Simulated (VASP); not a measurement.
Input of a VASP 6.6.1 run:

The input INCAR:

```
PREC = Accurate
ENCUT = 520
EDIFF = 1E-6
ISMEAR = 0
SIGMA = 0.05
LREAL = False
LASPH = True
NELM = 100
ALGO = Normal
ISIF = 2
LWAVE = False
LCHARG = False
GGA = PE
NBANDS = 16
```

KPOINTS

```
Automatic mesh
0
Gamma
  9 9 6
```

Contents of POSCAR:

```
AlN
1.0
    3.3134793407      0.0000000000      0.0000000000
   -1.6567396703      2.8695572839      0.0000000000
    0.0000000000      0.0000000000      4.1875902417
Al N
2 2
Direct
    0.3333333333      0.6666666667      0.7652730210
    0.6666666667      0.3333333333      0.2652730210
    0.3333333333      0.6666666667      0.2205797385
    0.6666666667      0.3333333333      0.7205797385
```

Potentials or basis: VASP PAW PBE potentials, release 64 (Al, N).

Run with:

```console
$ cat potpaw_PBE.64/Al/POTCAR potpaw_PBE.64/N/POTCAR > POTCAR
$ mpirun -np 1 vasp_std > vasp.out
```

Estimate the pressure.

2.9 GPa.

Predict the largest force.

0.588 eV/Å.

What does it give for the band gap on the k mesh?

3.42 eV, direct.

Stress tensor (GPa, compression positive):
```
-2.26  0.00  0.00
 0.00 -2.26  0.00
 0.00  0.00 13.28
```

Caveat: the cell differs from its parent crystal (mode 4 frozen in at -0.123 Å and mode 10 at +0.000 Å (largest displacements)).
